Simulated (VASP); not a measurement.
Input of a VASP 6.6.1 run:

Contents of INCAR:

```
SYSTEM = B16P16H
  PREC = Accurate
  ENCUT = 520
  EDIFF = 1E-7
  ISMEAR = 0
  SIGMA = 0.02
  LREAL = Auto
  LASPH = .True.
  NELM = 80
  ALGO = Normal
  ISIF = 2
  LWAVE = .False.
  LCHARG = .False.
  GGA = PE
  NBANDS = 86
  NELECT = 130.0
```

File KPOINTS:

```
Automatic mesh
0
Gamma
  2 2 2
  0.5 0.5 0.5
```

POSCAR

```
B16P16H
1.0
   -4.5481928018      4.5481928018     -4.5481928018
   -4.5481928018     -4.5481928018      4.5481928018
    4.5481928018      4.5481928018      4.5481928018
B P H
16 16 1
Direct
    0.2550826340      0.2527924937      0.4987374324
    0.0000008795      0.4991140655      0.4987374324
    0.0000008795      0.2527924937      0.7538191870
    0.7489644016      0.7484754161      0.4987376523
    0.7502274307      0.4985831953      0.7487139724
    0.7500243830      0.2486066553     -0.0010126000
    0.4975289304     -0.0026533616      0.4987373225
    0.4997508019      0.7483566877      0.7485110347
    0.5024728721      0.4998187410      0.0012093814
    0.5002510006      0.2486067652      0.2487611122
    0.2510372910     -0.0004881060      0.7497740638
    0.2497742619      0.7483565777     -0.0015125788
    0.2499773096      0.4985830854      0.2489639400
    0.0000008795     -0.0026530318     -0.0037341205
    0.0000008795      0.7484755261      0.2477010208
    0.7449190585     -0.0022893708      0.2436556778
    0.0000008795      0.0005392252      0.2506653851
    0.7489720969      0.2489290910      0.2477087162
    0.7519288757      0.0005392252      0.4987374324
    0.5001696496      0.4988004244      0.2491205957
    0.5017351065      0.2486406248      0.4987375423
    0.4998320430     -0.0013683457      0.7489517592
    0.2496176063      0.7484171512      0.2485229957
    0.2510297056      0.4999579172      0.4987375423
    0.2480728169      0.2486111626      0.7468094797
    0.2502154261     -0.0013682358     -0.0014311179
    0.0000007695      0.7513449075      0.4987374324
    0.0000008795      0.4999579172      0.7497661486
    0.0000008795      0.2486407347      0.0004718358
    0.7497863764      0.7484172612      0.7483543791
    0.7503840863      0.4988004244     -0.0010938411
    0.4982666960      0.7469064413     -0.0029966847
    0.0000009894      0.0714213346      0.4987379821
```

Potentials or basis: VASP PAW PBE potentials, release 64 (B, P, H).

The run is started by

```bash
$ cat potpaw_PBE.64/B/POTCAR potpaw_PBE.64/P/POTCAR potpaw_PBE.64/H/POTCAR > POTCAR
$ mpirun -np 1 vasp_std > vasp.out
```

(1) Predict the largest force.

Answers

(1) 1.257 eV/Å.

Caveat: the cell carries a net charge on a neutralising background, which shifts energy and pressure.
